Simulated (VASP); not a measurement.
Crystal: CO2.

```
CELL_PARAMETERS angstrom
-2.28932 2.28932 3.35759
2.28932 -2.28932 3.35759
2.28932 2.28932 -3.35759
ATOMIC_POSITIONS crystal
C 0.00000 0.00000 0.00000
C 0.75000 0.25000 0.50000
O 0.37500 0.21748 0.34248
O 0.96748 0.62500 0.84248
O 0.78252 0.12500 0.15752
O 0.87500 0.03252 0.65752
```

| Property | Result |
| --- | --- |
| Program | VASP 6.6.1 |
| Task | relaxation of cell and atoms |
| Functional | PBE |
| Potentials or basis | VASP PAW PBE potentials, release 64 (C, O) |
| Cutoff | 600 eV |
| k mesh | 6 × 6 × 6 |
| Occupations | gaussian, width 0.1 eV |
| Spin | no spin polarisation |

At the start: pressure -28.3 GPa; volume 11.73 Å³/atom.

Where does the relaxation end?

Over 15 steps the energy falls by 483.6 meV/atom and the volume is 7.85 Å³/atom (-33.1 %); space group I-42d (No. 122, to 0.05 Å).

Step by step:
```csv
step,energy change (eV),largest force (eV/Å),pressure (GPa),volume (Å³)
1,0.0000,0.3771,-28.33,70.39
2,-1.2049,3.2367,26.89,51.29
3,-1.5580,2.0426,1.57,56.36
4,-2.2607,1.5119,-0.43,53.69
5,-2.7359,0.3317,-6.87,49.47
6,-2.7417,0.0435,-5.93,49.98
7,-2.8065,0.4116,7.61,46.50
8,-2.8144,0.2945,4.01,47.33
9,-2.8774,0.1393,1.14,46.84
10,-2.8816,0.2956,0.10,46.66
11,-2.8974,0.0503,2.53,46.55
12,-2.8976,0.0201,2.31,46.56
13,-2.8974,0.1416,-2.15,47.45
14,-2.9009,0.0609,0.07,47.00
15,-2.9014,0.0106,0.23,47.08
```

Final structure:
```yaml
crystal:
  lattice:
    - [-1.98040, 1.98040, 3.00091]
    - [1.98040, -1.98040, 3.00091]
    - [1.98040, 1.98040, -3.00091]
  atoms:
    - { symbol: C, position: [0.00000, 0.00000, 0.00000] }
    - { symbol: C, position: [0.75000, 0.25000, 0.50000] }
    - { symbol: O, position: [0.37500, 0.29005, 0.41505] }
    - { symbol: O, position: [0.04005, 0.62500, 0.91505] }
    - { symbol: O, position: [0.70995, 0.12500, 0.08495] }
    - { symbol: O, position: [0.87500, 0.95995, 0.58495] }
```

Caveat: the volume moved by over 15 % at a fixed basis, so the end points are rough; the relaxation stopped at a loose force limit of 0.05 eV/Å, so its end isn't a converged minimum.
